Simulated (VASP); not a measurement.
Pt: single point with r2SCAN

Crystal: Pt.

```
Pt
1.0
     0.00000    1.95041    1.95041
     1.97011   -0.01970    1.97011
     1.97011    1.97011   -0.01970
Pt
1
Cartesian
  0.0000 0.0000 0.0000
```

This cell differs from its parent crystal: strain -0.0200 x Voigt [0, 0, 0, 1, 0, 0].

- Program: VASP 6.6.1
- Task: single point
- Functional: r2SCAN
- Potentials or basis: VASP PAW PBE potentials, release 64 (Pt)
- Cutoff: 550 eV
- k mesh: 26 × 26 × 26
- Occupations: gaussian, width 0.15 eV
- Spin: no spin polarisation
- Dipole correction: no
- Further INCAR settings: ALGO = Normal; EDIFF = 1e-06; NBANDS = 11

| Quantity | Value |
| --- | --- |
| Pressure | 0.9 GPa |
| Band gap on the k mesh | zero (bands 5 and 6 overlap by 2.37 eV) |

Stress tensor (GPa, compression positive):
```
0.64 0.00 0.00
0.00 1.02 1.28
0.00 1.28 1.02
```

Levels at points of the mesh, in eV from the Fermi level:
```tsv
k point	band 3	band 4	band 5	band 6	band 7	band 8
(0.00, 0.00, 0.00)	-3.84	-3.70	-1.70	-1.70	15.52	20.28
(0.50, 0.00, 0.00)	-3.82	-0.15	0.00	0.11	6.21	15.10
(0.00, 0.50, 0.00)	-3.79	-0.32	-0.06	0.06	5.91	15.24
(0.50, 0.50, 0.00)	-0.07	0.51	0.53	1.98	9.20	11.98
(0.00, 0.50, 0.50)	-0.05	0.50	0.53	1.98	9.20	11.60
```

Wall time 34 min on 1 thread of AMD EPYC 9755 128-Core Processor (shared host), peak memory 0.5 GiB.

Caveat: the cell differs from its parent crystal (strain -0.0200 x Voigt [0, 0, 0, 1, 0, 0]); the PAW data sets were made with another functional, which shifts forces and pressure a little; spin-orbit coupling is left out, which moves the levels of the heavy elements.
